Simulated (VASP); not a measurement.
Input of a VASP 6.6.1 run:

Contents of INCAR:

```
PREC = Accurate ; ENCUT = 520
EDIFF = 1E-6 ; ISMEAR = 0
SIGMA = 0.05 ; LREAL = False
LASPH = True ; NELM = 150
ALGO = Normal ; ISIF = 2
LWAVE = False ; LCHARG = False
LNONCOLLINEAR = True ; MAGMOM = 0 0 0 0 0 0
LORBIT = 11 ; LSORBIT = True
GGA_COMPAT = False ; LORBMOM = True
GGA = B5 ; ALDAX = 1.0
AGGAX = 1.0 ; AGGAC = 1.0
ALDAC = 0.0 ; IVDW = 12
VDW_S6 = 1.0 ; VDW_S8 = 2.6996
VDW_A1 = 0.4298 ; VDW_A2 = 4.2359
NBANDS = 32
```

KPOINTS

```
Automatic mesh
0
Gamma
  5 5 5
```

The input POSCAR:

```
SnTe
1.0
    3.9047000000      0.0000000000      0.0000000000
    0.0000000000      3.9047000000      0.0000000000
    0.0000000000      0.0000000000      3.9047000000
Te Sn
1 1
Direct
    0.5000000000      0.5000000000      0.5000000000
    0.0000000000      0.0000000000      0.0000000000
```

Potentials or basis: VASP PAW PBE potentials, release 64 (Te, Sn_d).

Launch:

```bash
$ cat potpaw_PBE.64/Te/POTCAR potpaw_PBE.64/Sn_d/POTCAR > POTCAR
$ mpirun -np 1 vasp_ncl > vasp.out
```

(1) What does it give for the net moment?

(2) Predict the pressure.

Answers

(1) 0.00 μB per cell.

(2) -0.4 GPa.

Caveat: the PAW data sets were made with another functional, which shifts forces and pressure a little.
